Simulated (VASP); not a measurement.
# SnO2 (rutile type) (P4_2/mnm) in VASP: a series of runs

Runs on SnO2 (rutile type). Level: PBE. Tasks: single point, relaxation of cell and atoms.

Program: VASP 6.6.1. These are calculated values, not measurements. Logs are shortened: lines on timing, memory, paths and dates and some standing lists are left out, and cuts for length are marked.

## 1. The cell of the first run

The structure is tetragonal, space group P4_2/mnm (No. 136). Conventional cell: a = 4.613 Å, b = 4.613 Å, c = 3.173 Å, α = 90.00°, β = 90.00°, γ = 90.00°. Within 2.6 Å of Sn (site symmetry mmm) lie 6 O at 1.99 to 2.03 Å. Within 2.6 Å of O (site symmetry m2m) lie 3 Sn at 1.99 to 2.03 Å and 1 O at 2.54 Å.

## 2. Single point, PBE

INCAR reads:

```
SYSTEM = SnO2
PREC = Accurate ; ENCUT = 520
EDIFF = 1E-7 ; ISMEAR = -1
SIGMA = 0.05 ; LREAL = .FALSE.
LASPH = .TRUE. ; NELM = 60
ALGO = Normal ; ISIF = 2
LWAVE = .FALSE. ; LCHARG = .FALSE.
GGA = PE ; NBANDS = 35
```

KPOINTS reads:

```
regular mesh
0
G
  7 7 11
  0 0 0
```

POSCAR reads:

```
SnO2
1.0
    4.6130851886      0.0000000000      0.0000000000
    0.0000000000      4.6130851886      0.0000000000
    0.0000000000      0.0000000000      3.1729774454
Sn O
2 4
Direct
    0.0000000000      0.0000000000      0.0000000000
    0.5000000000      0.5000000000      0.5000000000
    0.3052941999      0.3052941999      0.0000000000
    0.6947058001      0.6947058001      0.0000000000
    0.8052941999      0.1947058001      0.5000000000
    0.1947058001      0.8052941999      0.5000000000
```

Potentials or basis: VASP PAW PBE potentials, release 64 (Sn_d, O).

Launch:

```bash
> cat potpaw_PBE.64/Sn_d/POTCAR potpaw_PBE.64/O/POTCAR > POTCAR
> mpirun -np 1 vasp_std > vasp.out
```

OUTCAR:

```text
SYSTEM = SnO2
   PREC = Accurate
   ENCUT = 520
   EDIFF = 1E-7
   ISMEAR = -1
   LREAL = .FALSE.
   LASPH = .TRUE.
   NELM = 60
   ISIF = 2
   GGA = PE

 ion  position               nearest neighbor table
   1  0.000  0.000  0.000-   3 1.99   4 1.99   5 2.03   6 2.03   5 2.03   6 2.03   2 3.63   2 3.63
                             2 3.63   2 3.63   2 3.63   2 3.63   2 3.63   2 3.63
   2  0.500  0.500  0.500-   5 1.99   6 1.99   3 2.03   4 2.03   3 2.03   4 2.03   1 3.63   1 3.63
                             1 3.63   1 3.63   1 3.63   1 3.63   1 3.63   1 3.63
   3  0.305  0.305  0.000-   1 1.99   2 2.03   2 2.03
   4  0.695  0.695  0.000-   1 1.99   2 2.03   2 2.03
   5  0.805  0.195  0.500-   2 1.99   1 2.03   1 2.03
   6  0.195  0.805  0.500-   2 1.99   1 2.03   1 2.03

  LATTYP: Found a simple tetragonal cell.
 ALAT       =     4.6130851886
 C/A-ratio  =     0.6878211253

  Lattice vectors:

 A1 = (   4.6130851886,   0.0000000000,   0.0000000000)
 A2 = (   0.0000000000,   4.6130851886,   0.0000000000)
 A3 = (   0.0000000000,   0.0000000000,   3.1729774454)

Analysis of symmetry for initial positions (statically):
=====================================================================
 Subroutine PRICEL returns:
 Original cell was already a primitive cell.

 Routine SETGRP: Setting up the symmetry group for a
 simple tetragonal supercell.

 Subroutine GETGRP returns: Found 16 space group operations
 (whereof  8 operations were pure point group operations)
 out of a pool of 16 trial point group operations.

The static configuration has the point symmetry D_2h.
 The point group associated with its full space group is D_4h.

Analysis of symmetry for dynamics (positions and initial velocities):
=====================================================================
 Subroutine PRICEL returns:
 Original cell was already a primitive cell.

 Routine SETGRP: Setting up the symmetry group for a
 simple tetragonal supercell.

 Subroutine GETGRP returns: Found 16 space group operations
 (whereof  8 operations were pure point group operations)
 out of a pool of 16 trial point group operations.

The dynamic configuration has the point symmetry D_2h.
 The point group associated with its full space group is D_4h.

 Subroutine INISYM returns: Found 16 space group operations
 (whereof  8 operations are pure point group operations),
 and found     1 'primitive' translations

----------------------------------------------------------------------------------------

                                     Primitive cell

  volume of cell :      67.5227

  direct lattice vectors                    reciprocal lattice vectors
     4.613085189  0.000000000  0.000000000     0.216774666  0.000000000  0.000000000
     0.000000000  4.613085189  0.000000000     0.000000000  0.216774666  0.000000000
     0.000000000  0.000000000  3.172977445     0.000000000  0.000000000  0.315161396

  length of vectors
     4.613085189  4.613085189  3.172977445     0.216774666  0.216774666  0.315161396

  position of ions in fractional coordinates (direct lattice)
     0.000000000  0.000000000  0.000000000
     0.500000000  0.500000000  0.500000000
     0.305294200  0.305294200  0.000000000
     0.694705800  0.694705800  0.000000000
     0.805294200  0.194705800  0.500000000
     0.194705800  0.805294200  0.500000000

  ion indices of the primitive-cell ions
   primitive index   ion index
                 1           1
                 2           2
                 3           3
                 4           4
                 5           5
                 6           6

----------------------------------------------------------------------------------------

 KPOINTS: regular mesh

Automatic generation of k-mesh.
 Grid dimensions read from file:
 generate k-points for:    7    7   11

 Generating k-lattice:

  Cartesian coordinates                     Fractional coordinates (reciprocal lattice)
     0.030967809  0.000000000  0.000000000     0.142857143  0.000000000  0.000000000
     0.000000000  0.030967809  0.000000000     0.000000000  0.142857143  0.000000000
     0.000000000  0.000000000  0.028651036     0.000000000  0.000000000  0.090909091

  Length of vectors
     0.030967809  0.030967809  0.028651036

  Shift w.r.t. Gamma in fractional coordinates (k-lattice)
     0.000000000  0.000000000  0.000000000

 Subroutine IBZKPT returns following result:
 ===========================================

 Found     60 irreducible k-points:

 Following reciprocal coordinates:
            Coordinates               Weight
  0.000000  0.000000  0.000000      1.000000
  0.142857  0.000000  0.000000      4.000000
  0.285714  0.000000  0.000000      4.000000
  0.428571  0.000000  0.000000      4.000000
  0.142857  0.142857  0.000000      4.000000
  0.285714  0.142857  0.000000      8.000000
[... 16 lines left out ...]
  0.285714  0.000000  0.181818      8.000000
  0.428571  0.000000  0.181818      8.000000
 [... further k-points ...]
   k-points           NKPTS =     60   k-points in BZ     NKDIM =     60   number of bands    NBANDS=     35
   number of dos      NEDOS =    301   number of ions     NIONS =      6
   total plane-waves  NPLWV =  31104
   dimension x,y,z NGX =    36 NGY =   36 NGZ =   24
   dimension x,y,z NGXF=    72 NGYF=   72 NGZF=   48
   ions per type =               2   4
   NGX,Y,Z   is equivalent  to a cutoff of  12.97, 12.97, 12.57 a.u.
   NGXF,Y,Z  is equivalent  to a cutoff of  25.95, 25.95, 25.15 a.u.
 SYSTEM =  SnO2
   PREC   = accura    normal or accurate (medium, high low for compatibility)
   ISTART =      0    job   : 0-new  1-cont  2-samecut
   ICHARG =      2    charge: 1-file 2-atom 10-const
   ISPIN  =      1    spin polarized calculation?
   LNONCOLLINEAR =      F non collinear calculations
   LSORBIT =      F    spin-orbit coupling
   LASPH  =      T    aspherical Exc in radial PAW
   ENCUT  =  520.0 eV  38.22 Ry    6.18 a.u.   8.58  8.58  5.90*2*pi/ulx,y,z
   NELM   =     60;   NELMIN=  2; NELMDL= -5     # of ELM steps
   EDIFF  = 0.1E-06   stopping-criterion for ELM
   LREAL  =      F    real-space projection
   EDIFFG = 0.1E-05   stopping-criterion for IOM
   NSW    =      0    number of steps for IOM
   IBRION =     -1    ionic relax: 0-MD 1-quasi-New 2-CG
   NFREE  =      0    steps in history (QN), initial steepest desc. (CG)
   ISIF   =      2    stress and relaxation
   ISYM   =      2    0-nonsym 1-usesym 2-fastsym
   POTIM  = 0.5000    time-step for ionic-motion
   TEBEG  =    0.0;   TEEND  =   0.0 temperature during run
   PSTRESS=    0.0 pullay stress
   NELECT =      52.0000    total number of electrons
   NUPDOWN=      -1.0000    fix difference up-down
   EMIN   =  10.00;   EMAX   =-10.00  energy-range for DOS
   EFERMI =   0.00;   METHOD = LEGACY
   ISMEAR =    -1;   SIGMA  =   0.05  broadening in eV -4-tet -1-fermi 0-gaus
   EFERMI_NEDOS =   21; number of points for ismear=-14 and -15
   IALGO  =     38    algorithm
   IMIX   =      4    mixing-type and parameters
     AMIX     =   0.40;   BMIX     =  1.00
     AMIX_MAG =   1.60;   BMIX_MAG =  1.00
  volume/ion in A,a.u.               =      11.25        75.94
  Fermi-wavevector in a.u.,A,eV,Ry     =   1.500581  2.835686 30.636808  2.251742
  Thomas-Fermi vector in A             =   2.612062
   LORBIT       =      0    0 simple, 1 ext, 2 COOP (PROOUT), +10 PAW based schemes
   GGA     = PE    functional components
   LHFCALC =     F    Hartree Fock is set to
   AEXX    =    0.0000 exact exchange contribution
   IVDW    =     0    specifies the selected vdW correction
   LEPSILON=     F    determine dielectric tensor
   LRPA    =     F    only Hartree local field effects (RPA)
 non-spin polarized calculation
  energy-cutoff  :      520.00
  volume of cell :       67.52
 maximum number of plane-waves:      1839
 NGX is ok and might be reduce to    36
   NGX = 17   NGY = 17   NGZ = 11

 number of electron      52.0000012 magnetization

 Free energy of the ion-electron system (eV)
  ---------------------------------------------------
  ext. energy  EPLUGINS =         0.00000000
  ---------------------------------------------------
  free energy    TOTEN  =       -36.71360546 eV

  energy without entropy =      -36.71360546  energy(sigma->0) =      -36.71360546

 E-fermi :   7.8095     XC(G=0): -11.5806

 val. band max:        6.8457475091   @ k =   0.0000   0.0000   0.0000
 cond. band min:       8.7171097985   @ k =   0.0000   0.0000   0.0000
 fundamental gap:      1.8713622894
 Fermi energy:         7.8095497429

 k-point     1 :       0.0000    0.0000    0.0000
  band No.  band energies     occupation
      1     -14.3701      2.00000
      2     -13.4016      2.00000
      3     -13.0820      2.00000
      4     -13.0766      2.00000
      5     -13.0508      2.00000
      6     -13.0508      2.00000
[... 27 lines left out ...]
     34      19.9840      0.00000
     35      20.0221      0.00000

 k-point     2 :       0.1429    0.0000    0.0000
  band No.  band energies     occupation
      1     -14.3327      2.00000
      2     -13.4327      2.00000
      3     -13.1202      2.00000
      4     -13.0786      2.00000
      5     -13.0488      2.00000
      6     -13.0486      2.00000
[... 27 lines left out ...]
     34      19.9243      0.00000
     35      19.9931      0.00000

 k-point     3 :       0.2857    0.0000    0.0000
  band No.  band energies     occupation
      1     -14.2221      2.00000
      2     -13.5827      2.00000
      3     -13.1437      2.00000
      4     -13.0856      2.00000
      5     -13.0441      2.00000
      6     -13.0438      2.00000
[... 27 lines left out ...]
     34      19.7543      0.00000
     35      19.8982      0.00000
[... 723 lines left out ...]
 k-point    23 :       0.2857    0.0000    0.1818
  band No.  band energies     occupation
      1     -14.1078      2.00000
      2     -13.6620      2.00000
      3     -13.3602      2.00000
      4     -13.2147      2.00000
      5     -12.9944      2.00000
      6     -12.9868      2.00000
[... 27 lines left out ...]
     34      19.5946      0.00000
     35      19.7164      0.00000

 k-point    24 :       0.4286    0.0000    0.1818
  band No.  band energies     occupation
      1     -13.9871      2.00000
      2     -13.8332      2.00000
      3     -13.3199      2.00000
      4     -13.2682      2.00000
      5     -12.9809      2.00000
      6     -12.9718      2.00000
[... 27 lines left out ...]
     34      19.7864      0.00000
     35      19.8904      0.00000

 [... further k-points ...]

------------------------ aborting loop because EDIFF is reached ----------------------------------------

  FORCE on cell =-STRESS in cart. coord.  units (eV):
  Direction    XX          YY          ZZ          XY          YZ          ZX
  --------------------------------------------------------------------------------------
  -------------------------------------------------------------------------------------
  Total       10.8351966     10.8351966     10.9788207      0.0000000      0.0000000      0.0000000
  in kB      257.0972578    257.0972578    260.5051664      0.0000000      0.0000000      0.0000000
  external PRESSURE =     258.2332273 kB  Pullay stress =       0.0000000 kB

 VOLUME and BASIS-vectors are now :
 -----------------------------------------------------------------------------
  energy-cutoff  :      520.00
  volume of cell :       67.52
      direct lattice vectors                 reciprocal lattice vectors
     4.613085189  0.000000000  0.000000000     0.216774666  0.000000000  0.000000000
     0.000000000  4.613085189  0.000000000     0.000000000  0.216774666  0.000000000
     0.000000000  0.000000000  3.172977445     0.000000000  0.000000000  0.315161396

 POSITION                                       TOTAL-FORCE (eV/Angst)
 -----------------------------------------------------------------------------------
      0.00000      0.00000      0.00000        -0.000000      0.000000     -0.000000
      2.30654      2.30654      1.58649        -0.000000      0.000000     -0.000000
      1.40835      1.40835      0.00000        -0.009668     -0.009668      0.000000
      3.20474      3.20474      0.00000         0.009668      0.009668     -0.000000
      3.71489      0.89819      1.58649        -0.009668      0.009668     -0.000000
      0.89819      3.71489      1.58649         0.009668     -0.009668     -0.000000
 -----------------------------------------------------------------------------------
    total drift:                                0.000000      0.000000      0.000000

  FREE ENERGIE OF THE ION-ELECTRON SYSTEM (eV)
  ---------------------------------------------------
  free  energy   TOTEN  =       -36.7136054600 eV

  energy  without entropy=      -36.7136054599  energy(sigma->0) =      -36.71360546
```

Run time: 2.9 min. Hardware: 1 thread of Intel Xeon 8259CL, shared host; peak memory 0.25 GiB.

Results:

| Item | Value |
| --- | --- |
| Free energy | -36.7136 eV |
| Pressure | 25.8 GPa |
| Largest force | 0.014 eV/Å |
| Band gap on the k mesh | 1.87 eV |

Forces in eV/Å, atoms in the order of the input:
```
Sn   0.000  0.000  0.000
Sn   0.000  0.000  0.000
O   -0.010 -0.010  0.000
O    0.010  0.010  0.000
O   -0.010  0.010  0.000
O    0.010 -0.010  0.000
```

Levels at points of the mesh, in eV from the valence-band top:
| k point | band 24 | band 25 | band 26 | band 27 | band 28 | band 29 |
| --- | --- | --- | --- | --- | --- | --- |
| (0.00, 0.00, 0.00) | -0.81 | -0.81 | 0.00 | 1.87 | 6.49 | 6.49 |

Caveat: the cell stands under pressure; spin-orbit coupling is left out, which moves the levels of the heavy elements.

## 3. Single point, PBE

This run uses another cell than the first one, of 12.58 Å³/atom.

INCAR reads:

```
  PREC = Accurate
  ENCUT = 520
  EDIFF = 1E-7
  ISMEAR = -1
  SIGMA = 0.05
  LREAL = False
  LASPH = True
  NELM = 60
  ALGO = Normal
  ISIF = 2
  LWAVE = False
  LCHARG = False
  GGA = PE
  NBANDS = 35
```

KPOINTS reads:

```
Automatic mesh
0
Gamma
  7 7 11
```

POSCAR reads:

```
SnO2
1.0
    4.8270060923      0.0000000000      0.0000000000
    0.0000000000      4.8270060923      0.0000000000
    0.0000000000      0.0000000000      3.2382676551
Sn O
2 4
Direct
    0.0000000000      0.0000000000      0.0000000000
    0.5000000000      0.5000000000      0.5000000000
    0.3065722715      0.3065722715      0.0000000000
    0.6934277285      0.6934277285      0.0000000000
    0.8065722715      0.1934277285      0.5000000000
    0.1934277285      0.8065722715      0.5000000000
```

Potentials or basis: VASP PAW PBE potentials, release 64 (Sn_d, O).

Launch:

```bash
> cat potpaw_PBE.64/Sn_d/POTCAR potpaw_PBE.64/O/POTCAR > POTCAR
> mpirun -np 1 vasp_std > vasp.out
```

It took 2.5 min on 1 thread of Intel Xeon 8259CL, shared host; peak memory 0.26 GiB.

It converged, with:

| Item | Value |
| --- | --- |
| Free energy | -37.3111 eV |
| Pressure | 0.6 GPa |
| Largest force | 0.016 eV/Å |
| Band gap on the k mesh | 0.67 eV |

Forces on the atoms (eV/Å):
```
Sn   0.000  0.000  0.000
Sn   0.000  0.000  0.000
O   -0.011 -0.011  0.000
O    0.011  0.011  0.000
O   -0.011  0.011  0.000
O    0.011 -0.011  0.000
```

Stress tensor (GPa, compression positive):
```
0.54 0.00 0.00
0.00 0.54 0.00
0.00 0.00 0.81
```

Levels at points of the mesh, in eV from the valence-band top:
| k point | band 24 | band 25 | band 26 | band 27 | band 28 | band 29 |
| --- | --- | --- | --- | --- | --- | --- |
| (0.00, 0.00, 0.00) | -0.74 | -0.74 | 0.00 | 0.67 | 5.69 | 6.06 |

Caveat: spin-orbit coupling is left out, which moves the levels of the heavy elements.

## 4. Relaxation of cell and atoms, PBE

This run uses another cell than the first one, of 10.58 Å³/atom.

INCAR reads:

```
PREC = Accurate ; ENCUT = 600
EDIFF = 1E-6 ; ISMEAR = -1
SIGMA = 0.05 ; LREAL = F
LASPH = T ; NELM = 60
ALGO = Normal ; ISIF = 3
LWAVE = F ; LCHARG = F
GGA = PE ; IBRION = 2
NSW = 60 ; EDIFFG = -0.005
```

KPOINTS is that of step 3.

POSCAR reads:

```
SnO2
1.0
    4.5821571838      0.0000000000      0.0000000000
    0.0000000000      4.5821571838      0.0000000000
    0.0000000000      0.0000000000      3.0242237413
Sn O
2 4
Direct
    0.0000000000      0.0000000000      0.0000000000
    0.5000000000      0.5000000000      0.5000000000
    0.3050000000      0.3050000000      0.0000000000
    0.6950000000      0.6950000000      0.0000000000
    0.8050000000      0.1950000000      0.5000000000
    0.1950000000      0.8050000000      0.5000000000
```

Launch:

```bash
> cat potpaw_PBE.64/Sn_d/POTCAR potpaw_PBE.64/O/POTCAR > POTCAR
> mpirun -np 1 vasp_std > vasp.out
```

Wall time 19 min (1 thread of Intel Xeon 8259CL, shared host); peak memory 0.28 GiB.

Results (log left out):

```
Free energy                           : -37.2970 eV
Relaxed volume                        : 12.62 Å³/atom
Relaxed cell                          : a = 4.832 Å, b = 4.832 Å, c = 3.242 Å, α = 90.00°, β = 90.00°, γ = 90.00°
Space group after relaxing (to 0.1 Å) : P4_2/mnm (No. 136)
Energy gained by relaxing             : 265.6 meV/atom
Ionic steps                           : 16
Pressure after relaxing               : 0.0 GPa
Band gap on the k mesh                : 0.63 eV
```

The path:
| step | energy change (eV) | largest force (eV/Å) | pressure (GPa) | volume (Å³) |
| --- | --- | --- | --- | --- |
| 1 | 0.0000 | 0.6360 | 48.63 | 63.50 |
| 2 | 0.8095 | 0.6706 | -25.24 | 97.75 |
| 3 | -1.5611 | 0.5319 | -1.88 | 76.21 |
| 4 | -1.5677 | 0.5025 | -0.20 | 75.50 |
| 5 | -1.5681 | 0.4916 | 0.42 | 75.25 |
| 6 | -1.5931 | 0.0877 | -0.11 | 75.68 |
| 7 | -1.5938 | 0.0066 | -0.15 | 75.77 |
| 8 | -1.5938 | 0.0017 | -0.17 | 75.78 |
| 9 | -1.5938 | 0.0141 | 0.15 | 75.65 |
| 10 | -1.5938 | 0.0086 | 0.00 | 75.72 |
| 11 | -1.5938 | 0.0083 | 0.02 | 75.72 |
| 12 | -1.5938 | 0.0055 | -0.08 | 75.75 |
| 13 | -1.5938 | 0.0077 | 0.00 | 75.73 |
| 14 | -1.5938 | 0.0071 | -0.01 | 75.73 |
| 15 | -1.5938 | 0.0077 | -0.04 | 75.73 |
| 16 | -1.5938 | 0.0009 | 0.01 | 75.71 |

Final structure:
```xyz
6
Lattice="4.8323 0.0000 0.0000 0.0000 4.8323 0.0000 0.0000 0.0000 3.2422" Properties=species:S:1:pos:R:3 pbc="T T T"
Sn    0.0000    0.0000    0.0000
Sn    2.4161    2.4161    1.6211
O     1.4814    1.4814    0.0000
O     3.3509    3.3509    3.2422
O     3.8975    0.9348    1.6211
O     0.9348    3.8975    1.6211
```

Levels at points of the mesh, in eV from the valence-band top:
| k point | band 22 | band 23 | band 24 | band 25 | band 26 | band 27 | band 28 | band 29 | band 30 | band 31 |
| --- | --- | --- | --- | --- | --- | --- | --- | --- | --- | --- |
| (0.00, 0.00, 0.00) | -1.26 | -1.26 | -0.74 | -0.74 | 0.00 | 0.63 | 5.66 | 6.04 | 6.04 | 10.08 |

Caveat: the volume moved by over 15 % at a fixed basis, so the end points are rough; spin-orbit coupling is left out, which moves the levels of the heavy elements.

## 5. Overview

| task | cell | cutoff (eV) | gap on the mesh (eV) | pressure (GPa) | largest force (eV/Å) |
| --- | --- | --- | --- | --- | --- |
| single point | a = 4.613, b = 4.613, c = 3.173 Å, 6 atoms | 520 | 1.87 | 25.8 | 0.01 |
| single point | a = 4.827, b = 4.827, c = 3.238 Å, 6 atoms | 520 | 0.67 | 0.6 | 0.02 |
| relaxation of cell and atoms | relaxed from a = 4.582, b = 4.582, c = 3.024 Å, 6 atoms | 600 | 0.63 | 0.0 | - |

Alike in all rows: level PBE; potentials or basis VASP PAW PBE potentials, release 64 (Sn_d, O); no spin polarisation; k mesh 7 × 7 × 11; smearing fermi-dirac 0.05 eV.

Caveats: spin-orbit coupling is left out, which moves the levels of the heavy elements; the cell stands under pressure (at least some runs); the volume moved by over 15 % at a fixed basis, so the end points are rough (at least some runs).

Absolute energies hang on the potentials; compare differences alone.
